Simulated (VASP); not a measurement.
Write the native input for VASP 6.6.1 that does the following.

* Task: relaxation of cell and atoms
* Functional: LDA
* Potentials or basis: VASP PAW LDA potentials, release 64 (Zn)
* Cutoff: 600 eV
* k mesh: 11 × 12 × 12
* Occupations: fermi-dirac, width 0.05 eV
* Spin: no spin polarisation
* Dipole correction: no
* Further INCAR settings: ALGO = Fast; EDIFF = 1e-07; IBRION = 2; EDIFFG = -0.01; NSW = 60; ISIF = 3

The structure of Zn lies in POSCAR:

```
Zn
1.0
   -1.5935815700      1.7766151400      1.7460215800
    1.5039206500     -1.5066388000      1.3863843100
    1.5441115400      1.4571687700     -1.4760452300
Zn
1
Direct
    0.0000000000      0.0000000000      0.0000000000
```

One way to write it, as run:

INCAR

```
SYSTEM = Zn
ALGO = Fast
EDIFF = 1E-7
EDIFFG = -0.01
ENCUT = 600
IBRION = 2
ISIF = 3
ISMEAR = -1
LASPH = .True.
LCHARG = .False.
LREAL = .False.
LWAVE = .False.
NELM = 60
NSW = 60
PREC = Accurate
SIGMA = 0.05
```

KPOINTS

```
k-points
0
Gamma
  11 12 12
  0 0 0
```

Potentials or basis: VASP PAW LDA potentials, release 64 (Zn).

The run is started by

```console
$ cat potpaw_LDA.64/Zn/POTCAR > POTCAR
$ mpirun -np 1 vasp_std > vasp.out
```

Results of the run:

```json
{
 "Relaxed volume": "13.91 Å³/atom",
 "Relaxed cell": "a = 2.647 Å, b = 2.711 Å, c = 2.714 Å, α = 124.45°, β = 97.88°, γ = 108.56°",
 "Space group after relaxing (to 0.1 Å)": "Immm (No. 71)",
 "Energy gained by relaxing": "112.2 meV/atom",
 "Ionic steps": "34",
 "Pressure after relaxing": "0.0 GPa",
 "Band gap on the k mesh": "zero (bands 6 and 7 overlap by 5.16 eV)"
}
```

It took 31 min on 1 thread of Intel(R) Xeon(R) Platinum 8259CL CPU @ 2.50GHz (Skylake/Cascade Lake) (shared host), peak memory 0.37 GiB.
